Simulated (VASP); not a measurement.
Input of a VASP 6.6.1 run:

The input INCAR:

```
PREC = Accurate
ENCUT = 520
EDIFF = 1E-6
ISMEAR = -1
SIGMA = 0.1
LREAL = False
LASPH = True
NELM = 100
ALGO = Normal
ISIF = 2
LWAVE = False
LCHARG = False
GGA = RP
NBANDS = 21
```

Contents of KPOINTS:

```
Automatic mesh
0
Gamma
  15 15 15
```

File POSCAR:

```
W
1.0
    0.0000000000      2.9338096209      2.9338096209
    2.9338096209      0.0000000000      2.9338096209
    2.9338096209      2.9338096209      0.0000000000
W
2
Direct
    0.1250000000      0.1250000000      0.1250000000
    0.8750000000      0.8750000000      0.8750000000
```

Potentials or basis: VASP PAW PBE potentials, release 64 (W_sv).

Run with:

```bash
$ cat potpaw_PBE.64/W_sv/POTCAR > POTCAR
$ mpirun -np 1 vasp_std > vasp.out
```

(1) Estimate the band gap on the k mesh.

(2) Estimate the pressure.

Results:

(1) zero (bands 14 and 15 overlap by 0.94 eV).

(2) 0.4 GPa.

Caveat: the PAW data sets were made with another functional, which shifts forces and pressure a little; spin-orbit coupling is left out, which moves the levels of the heavy elements.
